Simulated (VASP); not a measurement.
# Cr (Im-3m) in VASP: further runs, part 2 of 2

VASP 6.6.1.

### Step 4. Single point, r2SCAN, collinear spin, antiferromagnetic start

This run uses another cell than the first one, of 12.97 Å³/atom, 1.145 times its volume.

File POSCAR:

```
Cr
1.0
    0.0000000000      2.9599559600      0.0000000000
    2.9599559600      0.0000000000      0.0000000000
    2.9599559600      2.9599559600     -2.9599559600
Cr
2
Direct
    0.0000000000      0.0000000000      0.0000000000
    0.0000000000      0.0000000000      0.5000000000
```

File INCAR.step1:

```
PREC = Accurate
ENCUT = 520
ISMEAR = 0
SIGMA = 0.05
LREAL = F
LASPH = T
NELM = 150
ISPIN = 2
MAGMOM = 2.76 -2.76
LMAXMIX = 4
NBANDS = 23
GGA = PE
ALGO = Normal
EDIFF = 1E-4
LWAVE = T
LCHARG = F
```

File INCAR.step2:

```
PREC = Accurate
ENCUT = 520
EDIFF = 1E-6
ISMEAR = 0
SIGMA = 0.05
LREAL = F
LASPH = T
NELM = 150
ALGO = Normal
ISIF = 2
LWAVE = F
LCHARG = T
ISPIN = 2
MAGMOM = 2.76 -2.76
LORBIT = 11
LMAXMIX = 4
METAGGA = R2SCAN
LMIXTAU = T
LELF = T
LVHAR = T
NBANDS = 23
ISTART = 1
```

File KPOINTS:

```
Automatic mesh
0
Gamma
  20 20 10
```

Potentials or basis: VASP PAW PBE potentials, release 64 (Cr_pv).

On the command line:

```console
$ cat potpaw_PBE.64/Cr_pv/POTCAR > POTCAR
$ cp INCAR.step1 INCAR
$ mpirun -np 1 vasp_std > vasp.out
$ cp INCAR.step2 INCAR
$ mpirun -np 1 vasp_std > vasp.out
```

OUTCAR:

```text
PREC = Accurate
   ENCUT = 520
   EDIFF = 1E-6
   ISMEAR = 0
   LREAL = F
   LASPH = T
   NELM = 150
   ISIF = 2
   ISPIN = 2
   LORBIT = 11
   METAGGA = R2SCAN
   ISTART = 1

 ion  position               nearest neighbor table
   1  0.000  0.000  0.000-   2 2.56   2 2.56   2 2.56   2 2.56   2 2.56   2 2.56   2 2.56   2 2.56

   2  0.000  0.000  0.500-   1 2.56   1 2.56   1 2.56   1 2.56   1 2.56   1 2.56   1 2.56   1 2.56

  LATTYP: Found a simple cubic cell.
 ALAT       =     2.9599559600

  Lattice vectors:

 A1 = (   0.0000000000,   2.9599559600,   0.0000000000)
 A2 = (   2.9599559600,   0.0000000000,   0.0000000000)
 A3 = (   0.0000000000,   0.0000000000,  -2.9599559600)

Analysis of symmetry for initial positions (statically):
=====================================================================
 Subroutine PRICEL returns following result:

  LATTYP: Found a body centered cubic cell.
 ALAT       =     2.9599559600
[... 853 lines left out ...]
      2     -36.3546      1.00000
      3     -36.3546      1.00000
      4     -32.9416      1.00000
      5     -32.9415      1.00000
      6     -32.9415      1.00000
[... 613 lines left out ...]
     22      23.2423      0.00000
     23      23.8882      0.00000

 [... further k-points ...]

------------------------ aborting loop because EDIFF is reached ----------------------------------------

  FORCE on cell =-STRESS in cart. coord.  units (eV):
  Direction    XX          YY          ZZ          XY          YZ          ZX
  --------------------------------------------------------------------------------------
  -------------------------------------------------------------------------------------
  Total        0.0795989      0.0795989      0.0795989     -0.0000000     -0.0000000      0.0000000
  in kB        4.9176980      4.9176980      4.9176980     -0.0000000     -0.0000000      0.0000000
  external PRESSURE =       4.9176980 kB  Pullay stress =       0.0000000 kB

 VOLUME and BASIS-vectors are now :
 -----------------------------------------------------------------------------
  energy-cutoff  :      520.00
  volume of cell :       25.93
      direct lattice vectors                 reciprocal lattice vectors
     0.000000000  2.959955960  0.000000000     0.000000000  0.337842864  0.337842864
     2.959955960  0.000000000  0.000000000     0.337842864  0.000000000  0.337842864
     2.959955960  2.959955960 -2.959955960     0.000000000  0.000000000 -0.337842864

 POSITION                                       TOTAL-FORCE (eV/Angst)
 -----------------------------------------------------------------------------------
      0.00000      0.00000      0.00000         0.000000      0.000000      0.000000
      1.47998      1.47998     -1.47998        -0.000000     -0.000000     -0.000000
 -----------------------------------------------------------------------------------
    total drift:                               -0.000000     -0.000000      0.000000

  FREE ENERGIE OF THE ION-ELECTRON SYSTEM (eV)
  ---------------------------------------------------
  free  energy   TOTEN  =       -30.1461143368 eV

  energy  without entropy=      -30.1458893674  energy(sigma->0) =      -30.14600185

 total charge

# of ion       s       p       d       tot
------------------------------------------
    1        0.656   6.354   4.071  11.081
    2        0.656   6.354   4.071  11.081
--------------------------------------------------
tot          1.313  12.708   8.141  22.162

 magnetization (x)

# of ion       s       p       d       tot
------------------------------------------
    1        0.095   0.043   2.541   2.678
    2       -0.095  -0.043  -2.541  -2.678
--------------------------------------------------
tot          0.000   0.000   0.000   0.000
```

OUTCAR.step1:

```text
PREC = Accurate
   ENCUT = 520
   ISMEAR = 0
   LREAL = F
   LASPH = T
[... 1521 lines left out ...]
 -----------------------------------------------------------------------------------
      0.00000      0.00000      0.00000        -0.000000     -0.000000     -0.000000
      1.47998      1.47998     -1.47998         0.000000      0.000000      0.000000
 -----------------------------------------------------------------------------------
    total drift:                               -0.000000     -0.000000      0.000000

  FREE ENERGIE OF THE ION-ELECTRON SYSTEM (eV)
  ---------------------------------------------------
  free  energy   TOTEN  =       -18.9568227878 eV

  energy  without entropy=      -18.9560975004  energy(sigma->0) =      -18.95646014
```

It took 23 min on 1 thread of Oxide Virtual Turin-like, shared host; peak memory 0.24 GiB.

What came out:

```yaml
Free_energy: -30.1461 eV
Pressure: 0.5 GPa
Band_gap_on_the_k_mesh: zero (filled and empty bands overlap)
Net_moment: 0.00 μB per cell
Site_moments: Cr +2.68, -2.68 μB
Valence_electrons_inside_the_program's_atomic_spheres: Cr 11.08
```

Caveat: the PAW data sets were made with another functional, which shifts forces and pressure a little.

### Step 5. Summary

| cell | gap on the mesh (eV) | pressure (GPa) | moment (μB) |
| --- | --- | --- | --- |
| a = 2.829, b = 2.829, c = 4.900 Å, angles 54.7, 54.7, 90.0°, 2 atoms | none | 20.7 | 0.00 |
| a = 2.938, b = 2.938, c = 5.089 Å, angles 54.7, 54.7, 90.0°, 2 atoms | none | 3.2 | 0.00 |
| a = 2.960, b = 2.960, c = 5.127 Å, angles 54.7, 54.7, 90.0°, 2 atoms | none | 0.5 | 0.00 |

Alike in all rows: task single point; level r2SCAN; potentials or basis VASP PAW PBE potentials, release 64 (Cr_pv); spin collinear, antiferromagnetic start; k mesh 20 × 20 × 10; cutoff (eV) 520; smearing gaussian 0.05 eV.

Caveats: the PAW data sets were made with another functional, which shifts forces and pressure a little.

Absolute energies hang on the potentials; compare differences alone.
